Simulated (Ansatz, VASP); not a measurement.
# One calculation of BeS, two programs

File INCAR:

```
PREC = Accurate
ENCUT = 520
EDIFF = 1E-6
ISMEAR = 0
SIGMA = 0.05
LREAL = False
LASPH = True
NELM = 80
ALGO = Normal
ISIF = 2
LWAVE = False
LCHARG = True
GGA = PS
LELF = True
LVHAR = True
NBANDS = 11
```

KPOINTS

```
Automatic mesh
0
Gamma
  10 10 10
```

POSCAR

```
BeS
1.0
    0.0000000000      2.3595057856      2.3595057856
    2.3595057856      0.0000000000      2.3595057856
    2.3595057856      2.3595057856      0.0000000000
Be S
1 1
Direct
    0.0000000000      0.0000000000      0.0000000000
    0.7500000000      0.7500000000      0.7500000000
```

Input for Ansatz:

```yaml
crystal:
  lattice:
    - [0.0, 2.3595057856, 2.3595057856]
    - [2.3595057856, 0.0, 2.3595057856]
    - [2.3595057856, 2.3595057856, 0.0]
  atoms:
    - { symbol: Be, position: [0.0, 0.0, 0.0] }
    - { symbol: S, position: [0.75, 0.75, 0.75] }
basis:
  ecutwfc: 520.0
kpoints:
  mp_grid: { grid: [10, 10, 10] }
hamiltonian:
  xc: pbesol
scf:
  occupations: { method: gaussian, width: 0.05 }
output:
  forces: true
  stress: true
  eigenvalues: true
```

Alike in both runs: task single point; functional PBEsol; k mesh 10 × 10 × 10; occupations gaussian, width 0.05 eV; no spin polarisation.

```csv
,VASP,Ansatz
version,VASP 6.6.1,Ansatz 0.2.0
potentials or method,"VASP PAW PBE potentials, release 64 (Be, S), cutoff 520 eV","scalar-relativistic, plane waves, PAW"
valence electrons in the cell,8,8
```

```tsv
	VASP	Ansatz	Ansatz less VASP
gap on the k mesh at the Fermi level (eV)	2.73	2.72	-0.004
least direct gap on the mesh (eV)	5.56	5.53	-0.030
pressure (GPa)	8.5	8.4	-0.18
```

VASP's potentials were made for PBE, not for PBEsol.
